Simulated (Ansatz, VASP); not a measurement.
**AgCl: VASP beside Ansatz**

The input INCAR:

```
SYSTEM = AgCl
PREC = Accurate ; ENCUT = 520
EDIFF = 1E-6 ; ISMEAR = 0
SIGMA = 0.05 ; LREAL = .FALSE.
LASPH = .TRUE. ; NELM = 100
ALGO = Normal ; ISIF = 2
LWAVE = .FALSE. ; LCHARG = .FALSE.
GGA = PE ; NBANDS = 16
```

The input KPOINTS:

```
Automatic mesh
0
G
  8 8 8
  0 0 0
```

The input POSCAR:

```
AgCl
1.0
    0.0000000000      2.6622240000      2.7731500000
    2.6622240000      0.0000000000      2.7731500000
    2.6622240000      2.6622240000      0.0000000000
Ag Cl
1 1
Direct
    0.5000000000      0.5000000000      0.5000000000
    0.0000000000      0.0000000000      0.0000000000
```

Input for Ansatz:

```yaml
crystal:
  lattice:
    - [0.0, 2.662224, 2.77315]
    - [2.662224, 0.0, 2.77315]
    - [2.662224, 2.662224, 0.0]
  atoms:
    - { symbol: Ag, position: [0.5, 0.5, 0.5] }
    - { symbol: Cl, position: [0.0, 0.0, 0.0] }
basis:
  ecutwfc: 420
kpoints:
  mp_grid: { grid: [8, 8, 8] }
hamiltonian:
  xc: pbe
scf:
  occupations: { method: gaussian, width: 0.05 }
output:
  forces: true
  stress: true
  eigenvalues: true
```

Change from the starting cell: strain -0.040 along x and y, +0.000 along z, atoms carried along.

Alike in both runs: task single point; functional PBE; k mesh 8 × 8 × 8; occupations gaussian, width 0.05 eV; no spin polarisation.

|  | VASP | Ansatz |
| --- | --- | --- |
| version | VASP 6.6.1 | Ansatz 0.2.0 |
| potentials or method | VASP PAW PBE potentials, release 64 (Ag, Cl), cutoff 520 eV | scalar-relativistic, plane waves, PAW |
| valence electrons in the cell | 18 | 26 |

Ansatz gave:

| Quantity | Value |
| --- | --- |
| gap on the k mesh at the Fermi level (eV) | 0.77 |
| least direct gap on the mesh (eV) | 3.48 |
| pressure (GPa) | 6.9 |
| traceless stress, the component that is largest in VASP (GPa) | -1.50 |

Problem. Which values does VASP return?

Solution. gap on the k mesh at the Fermi level (eV): 0.77; least direct gap on the mesh (eV): 3.48; pressure (GPa): 6.7; traceless stress, the component that is largest in VASP (GPa): -1.47.

VASP's potentials hold 18 valence electrons a cell and Ansatz's 26, so a difference there can come from the potentials and not from the codes.
